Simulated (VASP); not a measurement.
A run of VASP 6.6.1:

The input INCAR:

```
ALGO = Normal ; EDIFF = 1E-6
ENCUT = 520 ; GGA = PE
ISIF = 2 ; ISMEAR = 0
LASPH = T ; LCHARG = F
LREAL = F ; LWAVE = F
NBANDS = 14 ; NELM = 60
PREC = Accurate ; SIGMA = 0.15
```

Contents of KPOINTS:

```
k-points
0
Gamma
  18 18 18
```

Contents of POSCAR:

```
HfN
1.0
    0.0000000000      2.1912300000      2.1912300000
    2.1912300000      0.0000000000      2.1912300000
    2.1912300000      2.1912300000      0.0000000000
Hf N
1 1
Direct
    0.0000000000      0.0000000000      0.0000000000
    0.5000000000      0.5000000000      0.5000000000
```

Potentials or basis: VASP PAW PBE potentials, release 64 (Hf_pv, N).

Launch:

```console
$ cat potpaw_PBE.64/Hf_pv/POTCAR potpaw_PBE.64/N/POTCAR > POTCAR
$ mpirun -np 1 vasp_std > vasp.out
```

Hardware: 1 thread of Intel Xeon 8259CL, with other jobs on the host.

Q: Estimate the wall time of this run.

A: Wall time 48 s on 1 thread of Intel Xeon 8259CL, on a shared host, peak memory 0.19 GiB. Counts: scf iterations 13, k points 195.
